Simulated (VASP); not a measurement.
# Lu (Im-3m) in VASP: single point with PBE

Aim: the single point of Lu with PBE.

Program: VASP 6.6.1. These are calculated values, not measurements. Logs are shortened: lines on timing, memory, paths and dates and some standing lists are left out, and cuts for length are marked.

## (1) The cell of the first run

The structure is cubic, space group Im-3m (No. 229). Conventional cell: a = 3.885 Å, b = 3.885 Å, c = 3.885 Å, α = 90.00°, β = 90.00°, γ = 90.00°. Lu (site symmetry m-3m) has 14 Lu at 3.36 to 3.89 Å within 4.4 Å.

This isn't the form of Lu at room conditions, which is hcp.

## (2) Single point, PBE, non-collinear spin, zero start, spin-orbit coupling

INCAR reads:

```
PREC = Accurate
ENCUT = 520
EDIFF = 1E-6
ISMEAR = -1
SIGMA = 0.05
LREAL = F
LASPH = T
NELM = 150
ALGO = Normal
ISIF = 2
LWAVE = F
LCHARG = F
MAGMOM = 0 0 0
LORBIT = 11
LSORBIT = T
GGA_COMPAT = F
LORBMOM = T
GGA = PE
NBANDS = 36
```

KPOINTS reads:

```
Automatic mesh
0
Gamma
  15 15 15
```

POSCAR reads:

```
Lu
1.0
   -1.9426716396      1.9426716396      1.9426716396
    1.9426716396     -1.9426716396      1.9426716396
    1.9426716396      1.9426716396     -1.9426716396
Lu
1
Direct
    0.0000000000      0.0000000000      0.0000000000
```

Potentials or basis: VASP PAW PBE potentials, release 64 (Lu).

The run is started by

```bash
$ cat potpaw_PBE.64/Lu/POTCAR > POTCAR
$ mpirun -np 1 vasp_ncl > vasp.out
```

OUTCAR:

```text
PREC = Accurate
   ENCUT = 520
   EDIFF = 1E-6
   ISMEAR = -1
   LREAL = F
   LASPH = T
   NELM = 150
   ISIF = 2
   LORBIT = 11
   LSORBIT = T
   GGA = PE

 ion  position               nearest neighbor table
   1  0.000  0.000  0.000-

  LATTYP: Found a body centered cubic cell.
 ALAT       =     3.8853432792

  Lattice vectors:

 A1 = (  -1.9426716396,   1.9426716396,   1.9426716396)
 A2 = (   1.9426716396,  -1.9426716396,   1.9426716396)
 A3 = (   1.9426716396,   1.9426716396,  -1.9426716396)

Analysis of symmetry for initial positions (statically):
=====================================================================
 Subroutine PRICEL returns:
 Original cell was already a primitive cell.

 Routine SETGRP: Setting up the symmetry group for a
 body centered cubic supercell.

 Subroutine GETGRP returns: Found 48 space group operations
 (whereof 48 operations were pure point group operations)
 out of a pool of 48 trial point group operations.

The static configuration has the point symmetry O_h .

Analysis of symmetry for dynamics (positions and initial velocities):
=====================================================================
 Subroutine PRICEL returns:
 Original cell was already a primitive cell.

 Routine SETGRP: Setting up the symmetry group for a
 body centered cubic supercell.

 Subroutine GETGRP returns: Found 48 space group operations
 (whereof 48 operations were pure point group operations)
 out of a pool of 48 trial point group operations.

The dynamic configuration has the point symmetry O_h .

Analysis of structural, dynamic, and magnetic symmetry:
=====================================================================
 Subroutine PRICEL returns:
 Original cell was already a primitive cell.

 Routine SETGRP: Setting up the symmetry group for a
 body centered cubic supercell.

 Subroutine GETGRP returns: Found 48 space group operations
 (whereof 48 operations were pure point group operations)
 out of a pool of 48 trial point group operations.

The overall configuration has the point symmetry O_h .

 Subroutine INISYM returns: Found 48 space group operations
 (whereof 48 operations are pure point group operations),
 and found     1 'primitive' translations

----------------------------------------------------------------------------------------

                                     Primitive cell

  volume of cell :      29.3264

  direct lattice vectors                    reciprocal lattice vectors
    -1.942671640  1.942671640  1.942671640     0.000000000  0.257377515  0.257377515
     1.942671640 -1.942671640  1.942671640     0.257377515  0.000000000  0.257377515
     1.942671640  1.942671640 -1.942671640     0.257377515  0.257377515  0.000000000

  length of vectors
     3.364805982  3.364805982  3.364805982     0.363986773  0.363986773  0.363986773

  position of ions in fractional coordinates (direct lattice)
     0.000000000  0.000000000  0.000000000

  ion indices of the primitive-cell ions
   primitive index   ion index
                 1           1

----------------------------------------------------------------------------------------

 KPOINTS: Automatic mesh

Automatic generation of k-mesh.
 Grid dimensions read from file:
 generate k-points for:   15   15   15

 Generating k-lattice:

  Cartesian coordinates                     Fractional coordinates (reciprocal lattice)
     0.000000000  0.017158501  0.017158501     0.066666667  0.000000000  0.000000000
     0.017158501  0.000000000  0.017158501     0.000000000  0.066666667  0.000000000
     0.017158501  0.017158501  0.000000000     0.000000000  0.000000000  0.066666667

  Length of vectors
     0.024265785  0.024265785  0.024265785

  Shift w.r.t. Gamma in fractional coordinates (k-lattice)
     0.000000000  0.000000000  0.000000000

 Subroutine IBZKPT returns following result:
 ===========================================

 Found    120 irreducible k-points:

 Following reciprocal coordinates:
            Coordinates               Weight
  0.000000  0.000000  0.000000      1.000000
  0.066667  0.000000  0.000000     12.000000
  0.133333  0.000000  0.000000     12.000000
  0.200000  0.000000  0.000000     12.000000
  0.266667  0.000000  0.000000     12.000000
  0.333333  0.000000  0.000000     12.000000
[... 16 lines left out ...]
  0.333333  0.200000  0.000000     48.000000
  0.400000  0.200000  0.000000     24.000000
 [... further k-points ...]
   k-points           NKPTS =    120   k-points in BZ     NKDIM =    120   number of bands    NBANDS=     36
   number of dos      NEDOS =    301   number of ions     NIONS =      1
   total plane-waves  NPLWV =  21952
   dimension x,y,z NGX =    28 NGY =   28 NGZ =   28
   dimension x,y,z NGXF=    56 NGYF=   56 NGZF=   56
   ions per type =               1
   NGX,Y,Z   is equivalent  to a cutoff of  13.83, 13.83, 13.83 a.u.
   NGXF,Y,Z  is equivalent  to a cutoff of  27.67, 27.67, 27.67 a.u.
 SYSTEM =  unknown system
   PREC   = accura    normal or accurate (medium, high low for compatibility)
   ISTART =      0    job   : 0-new  1-cont  2-samecut
   ICHARG =      2    charge: 1-file 2-atom 10-const
   ISPIN  =      1    spin polarized calculation?
   LNONCOLLINEAR =      T non collinear calculations
   LSORBIT =      T    spin-orbit coupling
   LASPH  =      T    aspherical Exc in radial PAW
   ENCUT  =  520.0 eV  38.22 Ry    6.18 a.u.   6.26  6.26  6.26*2*pi/ulx,y,z
   NELM   =    150;   NELMIN=  2; NELMDL= -5     # of ELM steps
   EDIFF  = 0.1E-05   stopping-criterion for ELM
   LREAL  =      F    real-space projection
   EDIFFG = 0.1E-04   stopping-criterion for IOM
   NSW    =      0    number of steps for IOM
   IBRION =     -1    ionic relax: 0-MD 1-quasi-New 2-CG
   NFREE  =      0    steps in history (QN), initial steepest desc. (CG)
   ISIF   =      2    stress and relaxation
   ISYM   =      2    0-nonsym 1-usesym 2-fastsym
   POTIM  = 0.5000    time-step for ionic-motion
   TEBEG  =    0.0;   TEEND  =   0.0 temperature during run
   PSTRESS=    0.0 pullay stress
   NELECT =      25.0000    total number of electrons
   NUPDOWN=      -1.0000    fix difference up-down
   EMIN   =  10.00;   EMAX   =-10.00  energy-range for DOS
   EFERMI =   0.00;   METHOD = LEGACY
   ISMEAR =    -1;   SIGMA  =   0.05  broadening in eV -4-tet -1-fermi 0-gaus
   EFERMI_NEDOS =   21; number of points for ismear=-14 and -15
   IALGO  =     38    algorithm
   IMIX   =      4    mixing-type and parameters
     AMIX     =   0.40;   BMIX     =  1.00
     AMIX_MAG =   1.60;   BMIX_MAG =  1.00
  volume/ion in A,a.u.               =      29.33       197.90
  Fermi-wavevector in a.u.,A,eV,Ry     =   1.552275  2.933375 32.784039  2.409559
  Thomas-Fermi vector in A             =   2.656674
   LORBIT       =     11    0 simple, 1 ext, 2 COOP (PROOUT), +10 PAW based schemes
   GGA     = PE    functional components
   LHFCALC =     F    Hartree Fock is set to
   AEXX    =    0.0000 exact exchange contribution
   IVDW    =     0    specifies the selected vdW correction
   LEPSILON=     F    determine dielectric tensor
   LRPA    =     F    only Hartree local field effects (RPA)
  energy-cutoff  :      520.00
  volume of cell :       29.33
 maximum number of plane-waves:      1604
 NGX is ok and might be reduce to    28
   NGX = 13   NGY = 13   NGZ = 13

 number of electron      24.9999992 magnetization      -0.0000000     -0.0000000     -0.0000000

 number of electron      24.9999992 magnetization       0.0000000      0.0000000      0.0000000

 Free energy of the ion-electron system (eV)
  ---------------------------------------------------
  ext. energy  EPLUGINS =         0.00000000
  ---------------------------------------------------
  free energy    TOTEN  =        -5.11903872 eV

  energy without entropy =       -5.10073663  energy(sigma->0) =       -5.10988767

 E-fermi :   2.3545     XC(G=0): -10.6432

 val. band max:        2.3542080310   @ k =   0.2667   0.2000  -0.0000
 cond. band min:       2.3697157283   @ k =   0.2667   0.2000   0.1333
 fundamental gap:      0.0155076973
 Fermi energy:         2.3544548560

 k-point     1 :       0.0000    0.0000    0.0000
  band No.  band energies     occupation
      1     -54.1191      1.00000
      2     -54.1191      1.00000
      3     -28.8689      1.00000
      4     -28.8689      1.00000
      5     -22.5251      1.00000
      6     -22.5251      1.00000
[... 28 lines left out ...]
     35      13.9819      0.00000
     36      13.9895      0.00000

 k-point     2 :       0.0667    0.0000    0.0000
  band No.  band energies     occupation
      1     -54.1177      1.00000
      2     -54.1177      1.00000
      3     -28.8747      1.00000
      4     -28.8747      1.00000
      5     -22.5457      1.00000
      6     -22.5457      1.00000
[... 28 lines left out ...]
     35      14.1146      0.00000
     36      14.1152      0.00000

 k-point     3 :       0.1333    0.0000    0.0000
  band No.  band energies     occupation
      1     -54.1140      1.00000
      2     -54.1140      1.00000
      3     -28.8912      1.00000
      4     -28.8912      1.00000
      5     -22.6034      1.00000
      6     -22.6034      1.00000
[... 28 lines left out ...]
     35      14.3854      0.00000
     36      14.3854      0.00000
[... 742 lines left out ...]
 k-point    23 :       0.3333    0.2000    0.0000
  band No.  band energies     occupation
      1     -54.0868      1.00000
      2     -54.0868      1.00000
      3     -29.0084      1.00000
      4     -29.0084      1.00000
      5     -22.9424      1.00000
      6     -22.9424      1.00000
[... 28 lines left out ...]
     35      10.0066      0.00000
     36      10.0066      0.00000

 k-point    24 :       0.4000    0.2000    0.0000
  band No.  band energies     occupation
      1     -54.0857      1.00000
      2     -54.0857      1.00000
      3     -29.0130      1.00000
      4     -29.0130      1.00000
      5     -22.9538      1.00000
      6     -22.9538      1.00000
[... 28 lines left out ...]
     35      10.1892      0.00000
     36      10.1892      0.00000

 [... further k-points ...]

------------------------ aborting loop because EDIFF is reached ----------------------------------------

  FORCE on cell =-STRESS in cart. coord.  units (eV):
  Direction    XX          YY          ZZ          XY          YZ          ZX
  --------------------------------------------------------------------------------------
  -------------------------------------------------------------------------------------
  Total        0.0108443      0.0108443      0.0108443      0.0000000      0.0000000     -0.0000000
  in kB        0.5924534      0.5924534      0.5924534      0.0000000      0.0000000     -0.0000000
  external PRESSURE =       0.5924534 kB  Pullay stress =       0.0000000 kB

 VOLUME and BASIS-vectors are now :
 -----------------------------------------------------------------------------
  energy-cutoff  :      520.00
  volume of cell :       29.33
      direct lattice vectors                 reciprocal lattice vectors
    -1.942671640  1.942671640  1.942671640     0.000000000  0.257377515  0.257377515
     1.942671640 -1.942671640  1.942671640     0.257377515  0.000000000  0.257377515
     1.942671640  1.942671640 -1.942671640     0.257377515  0.257377515  0.000000000

 POSITION                                       TOTAL-FORCE (eV/Angst)
 -----------------------------------------------------------------------------------
      0.00000      0.00000      0.00000         0.000000      0.000000      0.000000
 -----------------------------------------------------------------------------------
    total drift:                               -0.000000     -0.000000     -0.000000

  FREE ENERGIE OF THE ION-ELECTRON SYSTEM (eV)
  ---------------------------------------------------
  free  energy   TOTEN  =        -5.1190387154 eV

  energy  without entropy=       -5.1007366335  energy(sigma->0) =       -5.10988767

 orbital moment (x)

 # of ion     p       d       f       tot
 ------------------------------------------------
  1         0.000  -0.000   0.000   0.000
 ------------------------------------------------
            0.000  -0.000   0.000   0.000

 orbital moment (y)

 # of ion     p       d       f       tot
 ------------------------------------------------
  1        -0.000  -0.000  -0.000  -0.000
 ------------------------------------------------
           -0.000  -0.000  -0.000  -0.000

 orbital moment (z)

 # of ion     p       d       f       tot
 ------------------------------------------------
  1         0.000   0.000   0.000   0.000
 ------------------------------------------------
            0.000   0.000   0.000   0.000

 Spin-Orbit-Coupling matrix elements

 Ion:    1  E_soc:     -1.4481861
 l=   1
     0.0000000    -0.2335269    -0.2335269
    -0.2335269     0.0000000    -0.2335269
    -0.2335269    -0.2335269     0.0000000
 l=   2
     0.0000000     0.0002150     0.0000000     0.0002150    -0.0021988
     0.0002150     0.0000000    -0.0016491     0.0002150    -0.0005497
     0.0000000    -0.0016491     0.0000000    -0.0016491     0.0000000
     0.0002150     0.0002150    -0.0016491     0.0000000    -0.0005497
    -0.0021988    -0.0005497     0.0000000    -0.0005497     0.0000000
 l=   3
     0.0000000    -0.0006424     0.0000000     0.0000000     0.0000000    -0.0006152    -0.0037311
    -0.0006424     0.0000000    -0.0010707     0.0000000    -0.0010707    -0.0017131    -0.0006424
     0.0000000    -0.0010707     0.0000000    -0.0024817    -0.0004095    -0.0010437     0.0000000
     0.0000000     0.0000000    -0.0024817     0.0000000    -0.0024817     0.0000000     0.0000000
     0.0000000    -0.0010707    -0.0004095    -0.0024817     0.0000000    -0.0010437     0.0000000
    -0.0006152    -0.0017131    -0.0010437     0.0000000    -0.0010437     0.0000000    -0.0006152
    -0.0037311    -0.0006424     0.0000000     0.0000000     0.0000000    -0.0006152     0.0000000

 total charge

# of ion       s       p       d       f       tot
--------------------------------------------------
    1        2.349   6.059   0.759  13.954  23.121

 magnetization (x)

# of ion       s       p       d       f       tot
--------------------------------------------------
    1        0.000   0.000   0.000  -0.000   0.000

 magnetization (y)

# of ion       s       p       d       f       tot
--------------------------------------------------
    1       -0.000  -0.000   0.000   0.000  -0.000

 magnetization (z)

# of ion       s       p       d       f       tot
--------------------------------------------------
    1       -0.000   0.000   0.000  -0.000  -0.000
```

Wall time 2.5 min (1 thread of Intel Xeon 6975P-C (Granite Rapids), shared host); peak memory 0.37 GiB.

What came out:

- Free energy: -5.1190 eV
- Pressure: 0.1 GPa
- Net moment: 0.00 μB per cell
- Valence electrons inside the program's atomic spheres: Lu 23.12

Moments on the atoms (μB; x, y, z):
```
Lu  0.00 0.00 0.00
```
